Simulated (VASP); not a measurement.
# Ag (Fm-3m) in VASP: notebook, part 2 of 2

VASP 6.6.1. Earlier steps stand in the parts before.

## (3) Single point, BLYP (volume scaled by 1.04)

File INCAR:

```
SYSTEM = Ag
PREC = Accurate
ENCUT = 520
EDIFF = 1E-7
ISMEAR = -1
SIGMA = 0.1
LREAL = .False.
LASPH = .True.
NELM = 60
ALGO = Normal
ISIF = 2
LWAVE = .False.
LCHARG = .True.
GGA = B5
ALDAX = 1.0
AGGAX = 1.0
AGGAC = 1.0
ALDAC = 0.0
LELF = .True.
LVHAR = .True.
NBANDS = 12
```

File KPOINTS:

```
regular mesh
0
Gamma
  21 21 21
  0 0 0
```

File POSCAR:

```
Ag
1.0
    0.0000000000      2.1569923104      2.1569923104
    2.1569923104      0.0000000000      2.1569923104
    2.1569923104      2.1569923104      0.0000000000
Ag
1
Direct
    0.0000000000      0.0000000000      0.0000000000
```

Potentials or basis: VASP PAW PBE potentials, release 64 (Ag).

Run with:

```sh
> cat potpaw_PBE.64/Ag/POTCAR > POTCAR
> mpirun -np 1 vasp_std > vasp.out
```

OUTCAR:

```text
SYSTEM = Ag
   PREC = Accurate
   ENCUT = 520
   EDIFF = 1E-7
   ISMEAR = -1
   LREAL = .False.
   LASPH = .True.
   NELM = 60
   ISIF = 2
   GGA = B5

 ion  position               nearest neighbor table
   1  0.000  0.000  0.000-

  LATTYP: Found a face centered cubic cell.
 ALAT       =     4.3139846208

  Lattice vectors:

 A1 = (   0.0000000000,   2.1569923104,   2.1569923104)
 A2 = (   2.1569923104,   0.0000000000,   2.1569923104)
 A3 = (   2.1569923104,   2.1569923104,   0.0000000000)

Analysis of symmetry for initial positions (statically):
=====================================================================
 Subroutine PRICEL returns:
 Original cell was already a primitive cell.

 Routine SETGRP: Setting up the symmetry group for a
 face centered cubic supercell.

 Subroutine GETGRP returns: Found 48 space group operations
 (whereof 48 operations were pure point group operations)
 out of a pool of 48 trial point group operations.

The static configuration has the point symmetry O_h .

Analysis of symmetry for dynamics (positions and initial velocities):
=====================================================================
 Subroutine PRICEL returns:
 Original cell was already a primitive cell.

 Routine SETGRP: Setting up the symmetry group for a
 face centered cubic supercell.

 Subroutine GETGRP returns: Found 48 space group operations
 (whereof 48 operations were pure point group operations)
 out of a pool of 48 trial point group operations.

The dynamic configuration has the point symmetry O_h .

 Subroutine INISYM returns: Found 48 space group operations
 (whereof 48 operations are pure point group operations),
 and found     1 'primitive' translations

----------------------------------------------------------------------------------------

                                     Primitive cell

  volume of cell :      20.0713

  direct lattice vectors                    reciprocal lattice vectors
     0.000000000  2.156992310  2.156992310    -0.231804257  0.231804257  0.231804257
     2.156992310  0.000000000  2.156992310     0.231804257 -0.231804257  0.231804257
     2.156992310  2.156992310  0.000000000     0.231804257  0.231804257 -0.231804257

  length of vectors
     3.050447779  3.050447779  3.050447779     0.401496751  0.401496751  0.401496751

  position of ions in fractional coordinates (direct lattice)
     0.000000000  0.000000000  0.000000000

  ion indices of the primitive-cell ions
   primitive index   ion index
                 1           1

----------------------------------------------------------------------------------------

 KPOINTS: regular mesh

Automatic generation of k-mesh.
 Grid dimensions read from file:
 generate k-points for:   21   21   21

 Generating k-lattice:

  Cartesian coordinates                     Fractional coordinates (reciprocal lattice)
    -0.011038298  0.011038298  0.011038298     0.047619048  0.000000000  0.000000000
     0.011038298 -0.011038298  0.011038298     0.000000000  0.047619048  0.000000000
     0.011038298  0.011038298 -0.011038298     0.000000000  0.000000000  0.047619048

  Length of vectors
     0.019118893  0.019118893  0.019118893

  Shift w.r.t. Gamma in fractional coordinates (k-lattice)
     0.000000000  0.000000000  0.000000000

 Subroutine IBZKPT returns following result:
 ===========================================

 Found    286 irreducible k-points:

 Following reciprocal coordinates:
            Coordinates               Weight
  0.000000  0.000000  0.000000      1.000000
  0.047619  0.000000  0.000000      8.000000
  0.095238  0.000000  0.000000      8.000000
  0.142857  0.000000  0.000000      8.000000
  0.190476  0.000000  0.000000      8.000000
  0.238095  0.000000  0.000000      8.000000
[... 16 lines left out ...]
 -0.428571  0.047619  0.000000     24.000000
 -0.380952  0.047619  0.000000     24.000000
 [... further k-points ...]
   k-points           NKPTS =    286   k-points in BZ     NKDIM =    286   number of bands    NBANDS=     12
   number of dos      NEDOS =    301   number of ions     NIONS =      1
   total plane-waves  NPLWV =  13824
   dimension x,y,z NGX =    24 NGY =   24 NGZ =   24
   dimension x,y,z NGXF=    48 NGYF=   48 NGZF=   48
   ions per type =               1
   NGX,Y,Z   is equivalent  to a cutoff of  13.08, 13.08, 13.08 a.u.
   NGXF,Y,Z  is equivalent  to a cutoff of  26.16, 26.16, 26.16 a.u.
 SYSTEM =  Ag
   PREC   = accura    normal or accurate (medium, high low for compatibility)
   ISTART =      0    job   : 0-new  1-cont  2-samecut
   ICHARG =      2    charge: 1-file 2-atom 10-const
   ISPIN  =      1    spin polarized calculation?
   LNONCOLLINEAR =      F non collinear calculations
   LSORBIT =      F    spin-orbit coupling
   LASPH  =      T    aspherical Exc in radial PAW
   ENCUT  =  520.0 eV  38.22 Ry    6.18 a.u.   5.67  5.67  5.67*2*pi/ulx,y,z
   NELM   =     60;   NELMIN=  2; NELMDL= -5     # of ELM steps
   EDIFF  = 0.1E-06   stopping-criterion for ELM
   LREAL  =      F    real-space projection
   EDIFFG = 0.1E-05   stopping-criterion for IOM
   NSW    =      0    number of steps for IOM
   IBRION =     -1    ionic relax: 0-MD 1-quasi-New 2-CG
   NFREE  =      0    steps in history (QN), initial steepest desc. (CG)
   ISIF   =      2    stress and relaxation
   ISYM   =      2    0-nonsym 1-usesym 2-fastsym
   POTIM  = 0.5000    time-step for ionic-motion
   TEBEG  =    0.0;   TEEND  =   0.0 temperature during run
   PSTRESS=    0.0 pullay stress
   NELECT =      11.0000    total number of electrons
   NUPDOWN=      -1.0000    fix difference up-down
   EMIN   =  10.00;   EMAX   =-10.00  energy-range for DOS
   EFERMI =   0.00;   METHOD = LEGACY
   ISMEAR =    -1;   SIGMA  =   0.10  broadening in eV -4-tet -1-fermi 0-gaus
   EFERMI_NEDOS =   21; number of points for ismear=-14 and -15
   IALGO  =     38    algorithm
   IMIX   =      4    mixing-type and parameters
     AMIX     =   0.40;   BMIX     =  1.00
     AMIX_MAG =   1.60;   BMIX_MAG =  1.00
  volume/ion in A,a.u.               =      20.07       135.45
  Fermi-wavevector in a.u.,A,eV,Ry     =   1.339719  2.531702 24.420385  1.794848
  Thomas-Fermi vector in A             =   2.468089
   LORBIT       =      0    0 simple, 1 ext, 2 COOP (PROOUT), +10 PAW based schemes
   GGA     = B5    functional components
   LHFCALC =     F    Hartree Fock is set to
   AEXX    =    0.0000 exact exchange contribution
   IVDW    =     0    specifies the selected vdW correction
   LEPSILON=     F    determine dielectric tensor
   LRPA    =     F    only Hartree local field effects (RPA)
 non-spin polarized calculation
  energy-cutoff  :      520.00
  volume of cell :       20.07
 maximum number of plane-waves:       555
   NGX = 11   NGY = 11   NGZ = 11

 number of electron      10.9999998 magnetization

 Free energy of the ion-electron system (eV)
  ---------------------------------------------------
  ext. energy  EPLUGINS =         0.00000000
  ---------------------------------------------------
  free energy    TOTEN  =        -2.09227302 eV

  energy without entropy =       -2.08197177  energy(sigma->0) =       -2.08712239

 E-fermi :   6.9283     XC(G=0): -10.7126

 val. band max:        6.9189756701   @ k =   0.4286   0.3810   0.0000
 cond. band min:       6.9370989458   @ k =  -0.1905   0.3333   0.1429
 fundamental gap:      0.0181232757
 Fermi energy:         6.9282656535

 k-point     1 :       0.0000    0.0000    0.0000
  band No.  band energies     occupation
      1       0.2503      2.00000
      2       2.4784      2.00000
      3       2.4784      2.00000
      4       2.4784      2.00000
      5       3.2473      2.00000
      6       3.2473      2.00000
      7      22.7240      0.00000
      8      25.0455      0.00000
      9      25.0455      0.00000
     10      25.0455      0.00000
     11      29.9034      0.00000
     12      29.9035      0.00000

 k-point     2 :       0.0476    0.0000    0.0000
  band No.  band energies     occupation
      1       0.3129      2.00000
      2       2.4673      2.00000
      3       2.4938      2.00000
      4       2.4938      2.00000
      5       3.2420      2.00000
      6       3.2420      2.00000
      7      22.6960      0.00000
      8      24.4347      0.00000
      9      25.0340      0.00000
     10      25.0340      0.00000
     11      29.6684      0.00000
     12      29.8951      0.00000
[... 316 lines left out ...]
 k-point    24 :      -0.3810    0.0476    0.0000
  band No.  band energies     occupation
      1       1.4009      2.00000
      2       2.5008      2.00000
      3       2.5290      2.00000
      4       3.6790      2.00000
      5       3.6803      2.00000
      6       5.4610      2.00000
      7      11.8122      0.00000
      8      21.8466      0.00000
      9      22.7228      0.00000
     10      23.5549      0.00000
     11      27.7064      0.00000
     12      28.1247      0.00000

 [... further k-points ...]
[... 5 lines left out ...]
  --------------------------------------------------------------------------------------
  -------------------------------------------------------------------------------------
  Total       -0.2873299     -0.2873299     -0.2873299     -0.0000000      0.0000000     -0.0000000
  in kB      -22.9358928    -22.9358928    -22.9358928     -0.0000000      0.0000000     -0.0000000
  external PRESSURE =     -22.9358928 kB  Pullay stress =       0.0000000 kB

 VOLUME and BASIS-vectors are now :
 -----------------------------------------------------------------------------
  energy-cutoff  :      520.00
  volume of cell :       20.07
      direct lattice vectors                 reciprocal lattice vectors
     0.000000000  2.156992310  2.156992310    -0.231804257  0.231804257  0.231804257
     2.156992310  0.000000000  2.156992310     0.231804257 -0.231804257  0.231804257
     2.156992310  2.156992310  0.000000000     0.231804257  0.231804257 -0.231804257

 POSITION                                       TOTAL-FORCE (eV/Angst)
 -----------------------------------------------------------------------------------
      0.00000      0.00000      0.00000         0.000000      0.000000      0.000000
 -----------------------------------------------------------------------------------
    total drift:                               -0.000000      0.000000     -0.000000

  FREE ENERGIE OF THE ION-ELECTRON SYSTEM (eV)
  ---------------------------------------------------
  free  energy   TOTEN  =        -2.0922730169 eV

  energy  without entropy=       -2.0819717692  energy(sigma->0) =       -2.08712239
```

OSZICAR:

```text
N       E                     dE             d eps       ncg     rms          rms(c)
DAV:   1     0.522055034867E+02    0.52206E+02   -0.53608E+03  6912   0.807E+02
DAV:   2    -0.151131303349E+01   -0.53717E+02   -0.50610E+02  7884   0.187E+02
DAV:   3    -0.231111758161E+01   -0.79980E+00   -0.79939E+00  8124   0.245E+01
DAV:   4    -0.231398902990E+01   -0.28714E-02   -0.28713E-02  7948   0.151E+00
DAV:   5    -0.231401790092E+01   -0.28871E-04   -0.28872E-04  8196   0.139E-01    0.344E+00
DAV:   6    -0.209873295520E+01    0.21528E+00   -0.94663E-01  7480   0.846E+00    0.213E+00
DAV:   7    -0.209440434781E+01    0.43286E-02   -0.44041E-03  8032   0.738E-01    0.125E+00
DAV:   8    -0.209225843972E+01    0.21459E-02   -0.57791E-04  7920   0.206E-01    0.393E-02
DAV:   9    -0.209226911597E+01   -0.10676E-04   -0.74232E-06  8096   0.192E-02    0.117E-02
DAV:  10    -0.209227307207E+01   -0.39561E-05   -0.34916E-06  7664   0.175E-02    0.759E-04
DAV:  11    -0.209227301693E+01    0.55138E-07   -0.25341E-08  6152   0.122E-03
   1 F= -.20922730E+01 E0= -.20871224E+01  d E =-.103012E-01
```

stdout:

```text
POSCAR found type information on POSCAR Ag
 POSCAR found :  1 types and       1 ions
 scaLAPACK will be used
 -----------------------------------------------------------------------------
|                                                                             |
|                                                                             |
|     You enforced a specific xc type in the INCAR file but a different       |
|     I HOPE YOU KNOW WHAT YOU ARE DOING!                                     |
|                                                                             |
 -----------------------------------------------------------------------------

 LDA part: xc-table for (Slater(with rela. corr.)+VWN5), standard interpolation
 POSCAR, INCAR and KPOINTS ok, starting setup
 FFT: planning ... GRIDC
 FFT: planning ... GRID_SOFT
 FFT: planning ... GRID
 WAVECAR not read
 entering main loop
```

It took 40 s on 1 thread of Intel Xeon Platinum 8488C (Sapphire Rapids), shared host; peak memory 0.19 GiB.

What came out:

* Free energy: -2.0923 eV
* Pressure: -2.3 GPa

Caveat: the PAW data sets were made with another functional, which shifts forces and pressure a little.

## (4) Single point, BLYP (volume scaled by 1.08)

File INCAR:

```
AGGAC = 1.0
AGGAX = 1.0
ALDAC = 0.0
ALDAX = 1.0
ALGO = Normal
EDIFF = 1E-7
ENCUT = 520
GGA = B5
ISIF = 2
ISMEAR = -1
LASPH = T
LCHARG = F
LREAL = F
LWAVE = F
NBANDS = 12
NELM = 60
PREC = Accurate
SIGMA = 0.1
```

File KPOINTS:

```
k-points
0
Gamma
  21 21 21
```

File POSCAR:

```
Ag
1.0
    0.0000000000      2.1842989094      2.1842989094
    2.1842989094      0.0000000000      2.1842989094
    2.1842989094      2.1842989094      0.0000000000
Ag
1
Direct
    0.0000000000      0.0000000000      0.0000000000
```

Potentials or basis: VASP PAW PBE potentials, release 64 (Ag).

Run with:

```sh
> cat potpaw_PBE.64/Ag/POTCAR > POTCAR
> mpirun -np 1 vasp_std > vasp.out
```

OUTCAR:

```text
EDIFF = 1E-7
   ENCUT = 520
   GGA = B5
   ISIF = 2
   ISMEAR = -1
   LASPH = T
   LREAL = F
   NELM = 60
   PREC = Accurate

 ion  position               nearest neighbor table
   1  0.000  0.000  0.000-

  LATTYP: Found a face centered cubic cell.
 ALAT       =     4.3685978188

  Lattice vectors:

 A1 = (   0.0000000000,   2.1842989094,   2.1842989094)
 A2 = (   2.1842989094,   0.0000000000,   2.1842989094)
 A3 = (   2.1842989094,   2.1842989094,   0.0000000000)

Analysis of symmetry for initial positions (statically):
=====================================================================
 Subroutine PRICEL returns:
 Original cell was already a primitive cell.

 Routine SETGRP: Setting up the symmetry group for a
 face centered cubic supercell.

 Subroutine GETGRP returns: Found 48 space group operations
 (whereof 48 operations were pure point group operations)
 out of a pool of 48 trial point group operations.

The static configuration has the point symmetry O_h .

Analysis of symmetry for dynamics (positions and initial velocities):
=====================================================================
 Subroutine PRICEL returns:
 Original cell was already a primitive cell.

[... 157 lines left out ...]
 Fermi energy:         6.4938043691

 k-point     1 :       0.0000    0.0000    0.0000
  band No.  band energies     occupation
      1       0.0489      2.00000
      2       2.1458      2.00000
      3       2.1458      2.00000
      4       2.1458      2.00000
      5       2.8635      2.00000
      6       2.8635      2.00000
      7      22.1713      0.00000
      8      24.2539      0.00000
      9      24.2539      0.00000
     10      24.2539      0.00000
     11      28.9080      0.00000
     12      28.9080      0.00000
[... 331 lines left out ...]
 k-point    24 :      -0.3810    0.0476    0.0000
  band No.  band energies     occupation
      1       1.1430      2.00000
      2       2.1680      2.00000
      3       2.1942      2.00000
      4       3.2695      2.00000
      5       3.2737      2.00000
      6       5.0910      2.00000
      7      11.2090      0.00000
      8      21.1552      0.00000
      9      22.0217      0.00000
     10      22.7012      0.00000
     11      26.8081      0.00000
     12      27.2383      0.00000

 [... further k-points ...]
[... 5 lines left out ...]
  --------------------------------------------------------------------------------------
  -------------------------------------------------------------------------------------
  Total       -0.5371207     -0.5371207     -0.5371207      0.0000000      0.0000000     -0.0000000
  in kB      -41.2872771    -41.2872771    -41.2872771      0.0000000      0.0000000     -0.0000000
  external PRESSURE =     -41.2872771 kB  Pullay stress =       0.0000000 kB

 VOLUME and BASIS-vectors are now :
 -----------------------------------------------------------------------------
  energy-cutoff  :      520.00
  volume of cell :       20.84
      direct lattice vectors                 reciprocal lattice vectors
     0.000000000  2.184298909  2.184298909    -0.228906400  0.228906400  0.228906400
     2.184298909  0.000000000  2.184298909     0.228906400 -0.228906400  0.228906400
     2.184298909  2.184298909  0.000000000     0.228906400  0.228906400 -0.228906400

 POSITION                                       TOTAL-FORCE (eV/Angst)
 -----------------------------------------------------------------------------------
      0.00000      0.00000      0.00000         0.000000      0.000000      0.000000
 -----------------------------------------------------------------------------------
    total drift:                               -0.000000      0.000000      0.000000

  FREE ENERGIE OF THE ION-ELECTRON SYSTEM (eV)
  ---------------------------------------------------
  free  energy   TOTEN  =        -2.0770213484 eV

  energy  without entropy=       -2.0667445445  energy(sigma->0) =       -2.07188295
```

OSZICAR:

```text
N       E                     dE             d eps       ncg     rms          rms(c)
DAV:   1     0.527289341706E+02    0.52729E+02   -0.53064E+03  6920   0.802E+02
DAV:   2    -0.146748387083E+01   -0.54196E+02   -0.50922E+02  7848   0.185E+02
DAV:   3    -0.228474450350E+01   -0.81726E+00   -0.81674E+00  8188   0.247E+01
DAV:   4    -0.228758643554E+01   -0.28419E-02   -0.28418E-02  7900   0.151E+00
DAV:   5    -0.228761532288E+01   -0.28887E-04   -0.28888E-04  8292   0.141E-01    0.318E+00
DAV:   6    -0.208261098824E+01    0.20500E+00   -0.91868E-01  7468   0.830E+00    0.197E+00
DAV:   7    -0.207891373134E+01    0.36973E-02   -0.38656E-03  8024   0.709E-01    0.116E+00
DAV:   8    -0.207700644313E+01    0.19073E-02   -0.55703E-04  7896   0.204E-01    0.334E-02
DAV:   9    -0.207701746704E+01   -0.11024E-04   -0.77178E-06  8092   0.198E-02    0.949E-03
DAV:  10    -0.207702139561E+01   -0.39286E-05   -0.32956E-06  7612   0.169E-02    0.729E-04
DAV:  11    -0.207702134844E+01    0.47163E-07   -0.23514E-08  6220   0.116E-03
   1 F= -.20770213E+01 E0= -.20718829E+01  d E =-.102768E-01
```

It took 42 s on 1 thread of Intel Xeon Platinum 8488C (Sapphire Rapids), shared host; peak memory 0.19 GiB.

What came out:

```yaml
Free_energy: -2.0770 eV
Pressure: -4.1 GPa
```

Levels at points of the mesh, in eV from the Fermi level:
```csv
k point,band 4,band 5,band 6,band 7,band 8,band 9
"(0.00, 0.00, 0.00)",-4.35,-3.63,-3.63,15.68,17.76,17.76
```

Caveat: the PAW data sets were made with another functional, which shifts forces and pressure a little.

## (5) Single point, BLYP (volume scaled by 1.12)

File INCAR:

```
SYSTEM = Ag
  PREC = Accurate
  ENCUT = 520
  EDIFF = 1E-6
  ISMEAR = -1
  SIGMA = 0.1
  LREAL = .FALSE.
  LASPH = .TRUE.
  NELM = 80
  ALGO = Normal
  ISIF = 2
  LWAVE = .FALSE.
  LCHARG = .TRUE.
  GGA = B5
  ALDAX = 1.0
  AGGAX = 1.0
  AGGAC = 1.0
  ALDAC = 0.0
  LELF = .TRUE.
  LVHAR = .TRUE.
  NBANDS = 12
```

File KPOINTS:

```
regular mesh
0
G
  21 21 21
  0 0 0
```

File POSCAR:

```
Ag
1.0
    0.0000000000      2.2109393265      2.2109393265
    2.2109393265      0.0000000000      2.2109393265
    2.2109393265      2.2109393265      0.0000000000
Ag
1
Direct
    0.0000000000      0.0000000000      0.0000000000
```

Run with:

```sh
> cat potpaw_PBE.64/Ag/POTCAR > POTCAR
> mpirun -np 1 vasp_std > vasp.out
```

Wall time 41 s (1 thread of Intel Xeon Platinum 8488C (Sapphire Rapids), shared host); peak memory 0.19 GiB.

The run converged. Its results:

- Free energy: -2.0541 eV
- Pressure: -5.5 GPa

Levels at points of the mesh, in eV from the Fermi level:
```tsv
k point	band 3	band 4	band 5	band 6	band 7	band 8	band 9	band 10
(0.00, 0.00, 0.00)	-4.26	-4.26	-3.59	-3.59	15.56	17.41	17.41	17.41
```

Caveat: the PAW data sets were made with another functional, which shifts forces and pressure a little.

## (6) Overview

```tsv
cell	gap on the mesh (eV)	pressure (GPa)
a = 3.011 Å, angles 60.0°, 1 atom	none	0.1
a = 3.050 Å, angles 60.0°, 1 atom	none	-2.3
a = 3.089 Å, angles 60.0°, 1 atom	none	-4.1
a = 3.127 Å, angles 60.0°, 1 atom	none	-5.5
```

Alike in all rows: task single point; level BLYP; potentials or basis VASP PAW PBE potentials, release 64 (Ag); no spin polarisation; k mesh 21 × 21 × 21; cutoff (eV) 520; smearing fermi-dirac 0.1 eV.

Caveats: the PAW data sets were made with another functional, which shifts forces and pressure a little.

Total energies depend on the potentials used, so only differences within one code and one set of settings carry meaning.
